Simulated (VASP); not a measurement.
# SiO2 (P4_2/mnm) in VASP: settings compared

SiO2 is run at these levels: PBE, LDA, PBEsol, r2SCAN; tasks: single point.

All numbers are computed with VASP 6.6.1; they aren't measurements. Logs are shortened: lines on timing, memory, paths and dates and some standing lists are left out, and cuts for length are marked.

### Step 1. The cell of the first run

It takes space group P4_2/mnm (No. 136, tetragonal). Conventional cell: a = 4.233 Å, b = 4.233 Å, c = 2.693 Å, α = 90.00°, β = 90.00°, γ = 90.00°. Within 2.4 Å of Si (site symmetry mmm) lie 6 O at 1.78 to 1.84 Å. Within 2.4 Å of O (site symmetry m2m) lie 3 Si at 1.78 to 1.84 Å and 1 O at 2.31 Å.

### Step 2. Single point, PBE

INCAR

```
SYSTEM = SiO2
PREC = Accurate ; ENCUT = 600
EDIFF = 1E-6 ; ISMEAR = -1
SIGMA = 0.02 ; LREAL = .FALSE.
LASPH = .TRUE. ; NELM = 120
ALGO = Normal ; ISIF = 2
LWAVE = .FALSE. ; LCHARG = .FALSE.
GGA = PE ; NBANDS = 25
GGA_COMPAT = .FALSE.
```

KPOINTS

```
Automatic mesh
0
G
  6 6 10
  0 0 0
```

POSCAR

```
SiO2
1.0
    4.2331690000      0.0000000000      0.0000000000
    0.0000000000      4.2331690000      0.0000000000
    0.0000000000      0.0000000000      2.6934950000
Si O
2 4
Direct
    0.0000000000      0.0000000000      0.0000000000
    0.5000000000      0.5000000000      0.5000000000
    0.8068390000      0.1931610000      0.5000000000
    0.3068390000      0.3068390000      0.0000000000
    0.1931610000      0.8068390000      0.5000000000
    0.6931610000      0.6931610000      0.0000000000
```

Potentials or basis: VASP PAW PBE potentials, release 64 (Si, O).

The run is started by

```
$ cat potpaw_PBE.64/Si/POTCAR potpaw_PBE.64/O/POTCAR > POTCAR
$ mpirun -np 1 vasp_std > vasp.out
```

OUTCAR:

```text
SYSTEM = SiO2
   PREC = Accurate
   ENCUT = 600
   EDIFF = 1E-6
   ISMEAR = -1
   LREAL = .FALSE.
   LASPH = .TRUE.
   NELM = 120
   ISIF = 2
   GGA = PE

 ion  position               nearest neighbor table
   1  0.000  0.000  0.000-   3 1.78   5 1.78   3 1.78   5 1.78   4 1.84   6 1.84
   2  0.500  0.500  0.500-   4 1.78   6 1.78   4 1.78   6 1.78   5 1.84   3 1.84
   3  0.807  0.193  0.500-   1 1.78   1 1.78   2 1.84
   4  0.307  0.307  0.000-   2 1.78   2 1.78   1 1.84
   5  0.193  0.807  0.500-   1 1.78   1 1.78   2 1.84
   6  0.693  0.693  0.000-   2 1.78   2 1.78   1 1.84

  LATTYP: Found a simple tetragonal cell.
 ALAT       =     4.2331690000
 C/A-ratio  =     0.6362833612

  Lattice vectors:

 A1 = (   4.2331690000,   0.0000000000,   0.0000000000)
 A2 = (   0.0000000000,   4.2331690000,   0.0000000000)
 A3 = (   0.0000000000,   0.0000000000,   2.6934950000)

Analysis of symmetry for initial positions (statically):
=====================================================================
 Subroutine PRICEL returns:
 Original cell was already a primitive cell.

 Routine SETGRP: Setting up the symmetry group for a
 simple tetragonal supercell.

 Subroutine GETGRP returns: Found 16 space group operations
 (whereof  8 operations were pure point group operations)
 out of a pool of 16 trial point group operations.

The static configuration has the point symmetry D_2h.
 The point group associated with its full space group is D_4h.

Analysis of symmetry for dynamics (positions and initial velocities):
=====================================================================
 Subroutine PRICEL returns:
 Original cell was already a primitive cell.

 Routine SETGRP: Setting up the symmetry group for a
 simple tetragonal supercell.

 Subroutine GETGRP returns: Found 16 space group operations
 (whereof  8 operations were pure point group operations)
 out of a pool of 16 trial point group operations.

The dynamic configuration has the point symmetry D_2h.
 The point group associated with its full space group is D_4h.

 Subroutine INISYM returns: Found 16 space group operations
 (whereof  8 operations are pure point group operations),
 and found     1 'primitive' translations

----------------------------------------------------------------------------------------

                                     Primitive cell

  volume of cell :      48.2667

  direct lattice vectors                    reciprocal lattice vectors
     4.233169000  0.000000000  0.000000000     0.236229643  0.000000000  0.000000000
     0.000000000  4.233169000  0.000000000     0.000000000  0.236229643  0.000000000
     0.000000000  0.000000000  2.693495000     0.000000000  0.000000000  0.371264844

  length of vectors
     4.233169000  4.233169000  2.693495000     0.236229643  0.236229643  0.371264844

  position of ions in fractional coordinates (direct lattice)
     0.000000000  0.000000000  0.000000000
     0.500000000  0.500000000  0.500000000
     0.806839000  0.193161000  0.500000000
     0.306839000  0.306839000  0.000000000
     0.193161000  0.806839000  0.500000000
     0.693161000  0.693161000  0.000000000

  ion indices of the primitive-cell ions
   primitive index   ion index
                 1           1
                 2           2
                 3           3
                 4           4
                 5           5
                 6           6

----------------------------------------------------------------------------------------

 KPOINTS: Automatic mesh

Automatic generation of k-mesh.
 Grid dimensions read from file:
 generate k-points for:    6    6   10

 Generating k-lattice:

  Cartesian coordinates                     Fractional coordinates (reciprocal lattice)
     0.039371607  0.000000000  0.000000000     0.166666667  0.000000000  0.000000000
     0.000000000  0.039371607  0.000000000     0.000000000  0.166666667  0.000000000
     0.000000000  0.000000000  0.037126484     0.000000000  0.000000000  0.100000000

  Length of vectors
     0.039371607  0.039371607  0.037126484

  Shift w.r.t. Gamma in fractional coordinates (k-lattice)
     0.000000000  0.000000000  0.000000000

 Subroutine IBZKPT returns following result:
 ===========================================

 Found     60 irreducible k-points:

 Following reciprocal coordinates:
            Coordinates               Weight
  0.000000  0.000000  0.000000      1.000000
  0.166667  0.000000  0.000000      4.000000
  0.333333  0.000000  0.000000      4.000000
  0.500000  0.000000  0.000000      2.000000
  0.166667  0.166667  0.000000      4.000000
  0.333333  0.166667  0.000000      8.000000
[... 16 lines left out ...]
  0.333333  0.000000  0.200000      8.000000
  0.500000  0.000000  0.200000      4.000000
 [... further k-points ...]
   k-points           NKPTS =     60   k-points in BZ     NKDIM =     60   number of bands    NBANDS=     25
[... 42 lines left out ...]
   GGA     = PE    functional components
   LHFCALC =     F    Hartree Fock is set to
   AEXX    =    0.0000 exact exchange contribution
   IVDW    =     0    specifies the selected vdW correction
   LEPSILON=     F    determine dielectric tensor
   LRPA    =     F    only Hartree local field effects (RPA)
 non-spin polarized calculation
  energy-cutoff  :      600.00
  volume of cell :       48.27
 maximum number of plane-waves:      1634
 NGX is ok and might be reduce to    36
   NGX = 17   NGY = 17   NGZ = 11

 number of electron      32.0000007 magnetization

 Free energy of the ion-electron system (eV)
  ---------------------------------------------------
  ext. energy  EPLUGINS =         0.00000000
  ---------------------------------------------------
  free energy    TOTEN  =       -46.33121209 eV

  energy without entropy =      -46.33121209  energy(sigma->0) =      -46.33121209

 E-fermi :   8.1620     XC(G=0): -12.0820

 val. band max:        7.7371707226   @ k =   0.0000   0.0000   0.0000
 cond. band min:      12.7544989458   @ k =   0.0000   0.0000   0.0000
 fundamental gap:      5.0173282233
 Fermi energy:         8.1619683425

 k-point     1 :       0.0000    0.0000    0.0000
  band No.  band energies     occupation
      1     -14.4743      2.00000
      2     -11.0128      2.00000
      3     -11.0128      2.00000
      4     -10.8435      2.00000
      5      -2.8808      2.00000
      6       1.5070      2.00000
[... 17 lines left out ...]
     24      21.4521      0.00000
     25      23.0788      0.00000

 k-point     2 :       0.1667    0.0000    0.0000
  band No.  band energies     occupation
      1     -14.3357      2.00000
      2     -11.6564      2.00000
      3     -10.9446      2.00000
      4     -10.4874      2.00000
      5      -2.6843      2.00000
      6       0.7713      2.00000
[... 17 lines left out ...]
     24      20.9487      0.00000
     25      22.9587      0.00000

 k-point     3 :       0.3333    0.0000    0.0000
  band No.  band energies     occupation
      1     -13.9306      2.00000
      2     -12.4973      2.00000
      3     -10.7626      2.00000
      4     -10.3943      2.00000
      5      -2.1444      2.00000
      6      -0.3346      2.00000
[... 17 lines left out ...]
     24      21.2803      0.00000
     25      22.3455      0.00000

 k-point     4 :       0.5000    0.0000    0.0000
  band No.  band energies     occupation
      1     -13.2947      2.00000
      2     -13.2947      2.00000
      3     -10.5376      2.00000
      4     -10.5376      2.00000
      5      -1.3409      2.00000
      6      -1.3409      2.00000
[... 17 lines left out ...]
     24      21.0157      0.00000
     25      22.3331      0.00000
[... 477 lines left out ...]
 k-point    22 :       0.1667    0.0000    0.2000
  band No.  band energies     occupation
      1     -13.8402      2.00000
      2     -11.4008      2.00000
      3     -10.7176      2.00000
      4     -10.4354      2.00000
      5      -2.4657      2.00000
      6       0.9498      2.00000
[... 17 lines left out ...]
     24      21.3621      0.00000
     25      21.4710      0.00000

 k-point    23 :       0.3333    0.0000    0.2000
  band No.  band energies     occupation
      1     -13.4598      2.00000
      2     -12.1430      2.00000
      3     -10.5831      2.00000
      4     -10.3406      2.00000
      5      -1.8117      2.00000
      6       0.0109      2.00000
[... 17 lines left out ...]
     24      20.5018      0.00000
     25      21.8196      0.00000

 k-point    24 :       0.5000    0.0000    0.2000
  band No.  band energies     occupation
      1     -12.8691      2.00000
      2     -12.8691      2.00000
      3     -10.4260      2.00000
      4     -10.4260      2.00000
      5      -0.9456      2.00000
      6      -0.9456      2.00000
[... 17 lines left out ...]
     24      20.2038      0.00000
     25      21.6547      0.00000

 [... further k-points ...]
[... 5 lines left out ...]
  --------------------------------------------------------------------------------------
  -------------------------------------------------------------------------------------
  Total       -0.0985727     -0.0985727     -0.1197859     -0.0000000      0.0000000      0.0000000
  in kB       -3.2720486     -3.2720486     -3.9762045     -0.0000000      0.0000000      0.0000000
  external PRESSURE =      -3.5067673 kB  Pullay stress =       0.0000000 kB

 VOLUME and BASIS-vectors are now :
 -----------------------------------------------------------------------------
  energy-cutoff  :      600.00
  volume of cell :       48.27
      direct lattice vectors                 reciprocal lattice vectors
     4.233169000  0.000000000  0.000000000     0.236229643  0.000000000  0.000000000
     0.000000000  4.233169000  0.000000000     0.000000000  0.236229643  0.000000000
     0.000000000  0.000000000  2.693495000     0.000000000  0.000000000  0.371264844

 POSITION                                       TOTAL-FORCE (eV/Angst)
 -----------------------------------------------------------------------------------
      0.00000      0.00000      0.00000         0.000000      0.000000      0.000000
      2.11658      2.11658      1.34675         0.000000      0.000000      0.000000
      3.41549      0.81768      1.34675        -0.004094      0.004094      0.000000
      1.29890      1.29890      0.00000        -0.004094     -0.004094      0.000000
      0.81768      3.41549      1.34675         0.004094     -0.004094      0.000000
      2.93427      2.93427      0.00000         0.004094      0.004094      0.000000
 -----------------------------------------------------------------------------------
    total drift:                               -0.000000      0.000000     -0.000000

  FREE ENERGIE OF THE ION-ELECTRON SYSTEM (eV)
  ---------------------------------------------------
  free  energy   TOTEN  =       -46.3312120888 eV

  energy  without entropy=      -46.3312120888  energy(sigma->0) =      -46.33121209
```

Run time: 2.4 min. Hardware: 1 thread of AMD EPYC 7R13, shared host; peak memory 0.18 GiB.

What came out:

```
Free energy            : -46.3312 eV
Pressure               : -0.4 GPa
Largest force          : 0.006 eV/Å
Band gap on the k mesh : 5.02 eV, direct
```

Forces on the atoms (eV/Å):
```
Si   0.000  0.000  0.000
Si   0.000  0.000  0.000
O   -0.004  0.004  0.000
O   -0.004 -0.004  0.000
O    0.004 -0.004  0.000
O    0.004  0.004  0.000
```

Levels at points of the mesh, in eV from the valence-band top:
| k point | band 13 | band 14 | band 15 | band 16 | band 17 | band 18 | band 19 | band 20 |
| --- | --- | --- | --- | --- | --- | --- | --- | --- |
| (0.00, 0.00, 0.00) | -2.51 | -0.85 | -0.85 | 0.00 | 5.02 | 6.59 | 8.27 | 8.27 |
| (0.50, 0.00, 0.00) | -2.62 | -2.62 | -1.04 | -1.04 | 7.29 | 7.29 | 8.86 | 8.86 |
| (0.50, 0.50, 0.00) | -2.54 | -2.54 | -2.16 | -2.16 | 7.00 | 7.00 | 9.76 | 9.76 |
| (0.00, 0.00, 0.50) | -2.88 | -2.88 | -2.56 | -2.56 | 8.63 | 8.63 | 12.23 | 12.23 |
| (0.50, 0.00, 0.50) | -2.20 | -2.20 | -1.67 | -1.67 | 8.43 | 8.43 | 9.45 | 9.45 |
| (0.50, 0.50, 0.50) | -1.72 | -1.72 | -1.47 | -1.47 | 6.80 | 6.80 | 10.70 | 10.70 |

A k mesh can miss the band edges. Expect the measured gap to be larger: semilocal functionals such as PBE lack the derivative discontinuity.

### Step 3. Single point, LDA

INCAR

```
PREC = Accurate
ENCUT = 600
EDIFF = 1E-6
ISMEAR = 0
SIGMA = 0.01
LREAL = F
LASPH = T
NELM = 120
ALGO = Normal
ISIF = 2
LWAVE = F
LCHARG = T
LELF = T
LVHAR = T
NBANDS = 25
GGA_COMPAT = F
```

KPOINTS

```
Automatic mesh
0
Gamma
  6 6 10
```

POSCAR is that of step 2.

Potentials or basis: VASP PAW LDA potentials, release 64 (Si, O).

The run is started by

```
$ cat potpaw_LDA.64/Si/POTCAR potpaw_LDA.64/O/POTCAR > POTCAR
$ mpirun -np 1 vasp_std > vasp.out
```

Wall time 2.5 min (1 thread of AMD EPYC 7R13, shared host); peak memory 0.16 GiB.

The run converged. Its results:

```
Free energy            : -51.8989 eV
Pressure               : -13.6 GPa
Largest force          : 0.099 eV/Å
Band gap on the k mesh : 5.02 eV, direct
```

Forces in eV/Å, atoms in the order of the input:
```
Si   0.000  0.000  0.000
Si   0.000  0.000  0.000
O    0.070 -0.070  0.000
O    0.070  0.070  0.000
O   -0.070  0.070  0.000
O   -0.070 -0.070  0.000
```

Stress tensor (GPa, compression positive):
```
-13.45   0.00   0.00
  0.00 -13.45   0.00
  0.00   0.00 -13.87
```

Levels at points of the mesh, in eV from the valence-band top:
| k point | band 13 | band 14 | band 15 | band 16 | band 17 | band 18 | band 19 | band 20 |
| --- | --- | --- | --- | --- | --- | --- | --- | --- |
| (0.00, 0.00, 0.00) | -2.54 | -0.87 | -0.87 | 0.00 | 5.02 | 6.32 | 8.08 | 8.08 |
| (0.50, 0.00, 0.00) | -2.66 | -2.66 | -1.06 | -1.06 | 7.17 | 7.17 | 8.64 | 8.64 |
| (0.50, 0.50, 0.00) | -2.59 | -2.59 | -2.20 | -2.20 | 6.85 | 6.85 | 9.55 | 9.55 |
| (0.00, 0.00, 0.50) | -2.96 | -2.96 | -2.61 | -2.61 | 8.43 | 8.43 | 11.98 | 11.98 |
| (0.50, 0.00, 0.50) | -2.25 | -2.25 | -1.70 | -1.70 | 8.23 | 8.23 | 9.28 | 9.28 |
| (0.50, 0.50, 0.50) | -1.76 | -1.76 | -1.49 | -1.49 | 6.65 | 6.65 | 10.42 | 10.42 |

A k mesh can miss the band edges. A hybrid or GW would open this gap; LDA tends to underestimate it.

### Step 4. Single point, PBEsol

INCAR

```
SYSTEM = SiO2
PREC = Accurate
ENCUT = 600
EDIFF = 1E-6
ISMEAR = 0
SIGMA = 0.01
LREAL = .False.
LASPH = .True.
NELM = 120
ALGO = Normal
ISIF = 2
LWAVE = .False.
LCHARG = .False.
GGA = PS
NBANDS = 25
GGA_COMPAT = .False.
```

KPOINTS

```
regular mesh
0
Gamma
  6 6 10
  0 0 0
```

POSCAR is that of step 3.

Potentials or basis: VASP PAW PBE potentials, release 64 (Si, O).

The run is started by

```
$ cat potpaw_PBE.64/Si/POTCAR potpaw_PBE.64/O/POTCAR > POTCAR
$ mpirun -np 1 vasp_std > vasp.out
```

It took 2.1 min on 1 thread of AMD EPYC 7R13, shared host; peak memory 0.18 GiB.

Results (log left out):

```
Free energy            : -48.9800 eV
Pressure               : -6.4 GPa
Largest force          : 0.004 eV/Å
Band gap on the k mesh : 4.99 eV, direct
```

Forces on the atoms (eV/Å):
```
Si   0.000  0.000  0.000
Si   0.000  0.000  0.000
O    0.003 -0.003  0.000
O    0.003  0.003  0.000
O   -0.003  0.003  0.000
O   -0.003 -0.003  0.000
```

Stress tensor (GPa, compression positive):
```
-6.42  0.00  0.00
 0.00 -6.42  0.00
 0.00  0.00 -6.27
```

Levels at points of the mesh, in eV from the valence-band top:
```tsv
k point	band 13	band 14	band 15	band 16	band 17	band 18	band 19	band 20
(0.00, 0.00, 0.00)	-2.52	-0.86	-0.86	0.00	4.99	6.42	8.12	8.12
(0.50, 0.00, 0.00)	-2.64	-2.64	-1.06	-1.06	7.22	7.22	8.70	8.70
(0.50, 0.50, 0.00)	-2.58	-2.58	-2.20	-2.20	6.92	6.92	9.62	9.62
(0.00, 0.00, 0.50)	-2.94	-2.94	-2.60	-2.60	8.57	8.57	12.11	12.11
(0.50, 0.00, 0.50)	-2.23	-2.23	-1.69	-1.69	8.34	8.34	9.33	9.33
(0.50, 0.50, 0.50)	-1.75	-1.75	-1.49	-1.49	6.73	6.73	10.51	10.51
```

Caveat: the PAW data sets were made with another functional, which shifts forces and pressure a little.

### Step 5. Single point, r2SCAN

POSCAR is that of step 4.

INCAR.step1

```
ALGO = Normal
EDIFF = 1E-5
ENCUT = 660
GGA = PE
GGA_COMPAT = F
ISMEAR = 0
LASPH = T
LCHARG = F
LREAL = F
LWAVE = T
NBANDS = 25
NELM = 120
PREC = Accurate
SIGMA = 0.01
```

INCAR.step2

```
ALGO = Normal
EDIFF = 1E-6
ENCUT = 660
GGA_COMPAT = F
ISIF = 2
ISMEAR = 0
ISTART = 1
LASPH = T
LCHARG = F
LMIXTAU = T
LREAL = F
LWAVE = F
METAGGA = R2SCAN
NBANDS = 25
NELM = 120
PREC = Accurate
SIGMA = 0.01
```

KPOINTS

```
k-points
0
Gamma
  6 6 10
```

The run is started by

```
$ cat potpaw_PBE.64/Si/POTCAR potpaw_PBE.64/O/POTCAR > POTCAR
$ cp INCAR.step1 INCAR
$ mpirun -np 1 vasp_std > vasp.out
$ cp INCAR.step2 INCAR
$ mpirun -np 1 vasp_std > vasp.out
```

It took 12 min on 1 thread of AMD EPYC 7R13, shared host; peak memory 0.19 GiB.

Results (log left out):

```
Free energy            : -58.7742 eV
Pressure               : -9.7 GPa
Largest force          : 0.082 eV/Å
Band gap on the k mesh : 5.96 eV, direct
```

Forces on the atoms (eV/Å):
```
Si   0.000  0.000  0.000
Si   0.000  0.000  0.000
O    0.058 -0.058  0.000
O    0.058  0.058  0.000
O   -0.058  0.058  0.000
O   -0.058 -0.058  0.000
```

Stress tensor (GPa, compression positive):
```
 -9.39   0.00   0.00
  0.00  -9.39   0.00
  0.00   0.00 -10.45
```

Levels at points of the mesh, in eV from the valence-band top:
```tsv
k point	band 14	band 15	band 16	band 17	band 18	band 19
(0.00, 0.00, 0.00)	-0.85	-0.85	0.00	5.96	7.51	9.24
(0.50, 0.00, 0.00)	-2.65	-1.05	-1.05	8.27	8.27	9.83
(0.50, 0.50, 0.00)	-2.57	-2.21	-2.21	8.00	8.00	10.76
(0.00, 0.00, 0.50)	-2.93	-2.60	-2.60	9.71	9.71	13.41
(0.50, 0.00, 0.50)	-2.23	-1.72	-1.72	9.48	9.48	10.50
(0.50, 0.50, 0.50)	-1.75	-1.52	-1.52	7.80	7.80	11.71
```

Caveat: the PAW data sets were made with another functional, which shifts forces and pressure a little. A k mesh can miss the band edges.

### Step 6. The runs side by side

| level | potentials or basis | cutoff (eV) | smearing | gap on the mesh (eV) | pressure (GPa) | largest force (eV/Å) |
| --- | --- | --- | --- | --- | --- | --- |
| PBE | VASP PAW PBE potentials, release 64 (Si, O) | 600 | fermi-dirac 0.02 eV | 5.02 | -0.4 | 0.01 |
| LDA | VASP PAW LDA potentials, release 64 (Si, O) | 600 | gaussian 0.01 eV | 5.02 | -13.6 | 0.10 |
| PBEsol | VASP PAW PBE potentials, release 64 (Si, O) | 600 | gaussian 0.01 eV | 4.99 | -6.4 | - |
| r2SCAN | VASP PAW PBE potentials, release 64 (Si, O) | 660 | gaussian 0.01 eV | 5.96 | -9.7 | 0.08 |

Alike in all rows: task single point; no spin polarisation; cell as given; k mesh 6 × 6 × 10.

Caveats: the PAW data sets were made with another functional, which shifts forces and pressure a little (some runs).

Absolute energies hang on the potentials; compare differences alone.
